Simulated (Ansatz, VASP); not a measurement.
# Two plane-wave programs on Ca

```
Ca
1.0
     3.57137    0.00000    0.00000
     0.00000    3.57137    0.00000
     0.00000    0.00000    3.57137
Ca
1
Direct
  0.00000 0.00000 0.00000
```

Alike in both runs: task single point; functional PBE; k mesh 15 × 15 × 15; occupations fermi-dirac, width 0.1 eV; no spin polarisation.

|  | VASP | Ansatz |
| --- | --- | --- |
| version | VASP 6.6.1 | Ansatz 0.2.0 |
| potentials or method | VASP PAW PBE potentials, release 64 (Ca_sv), cutoff 520 eV | plane waves (420 eV) with PAW, scalar-relativistic |
| valence electrons in the cell | 10 | 10 |

```csv
,VASP,Ansatz,Ansatz less VASP
pressure (GPa),-0.4,-0.4,-0.01
```

With one functional, cell and mesh, what is left measures potentials, basis and numerics.
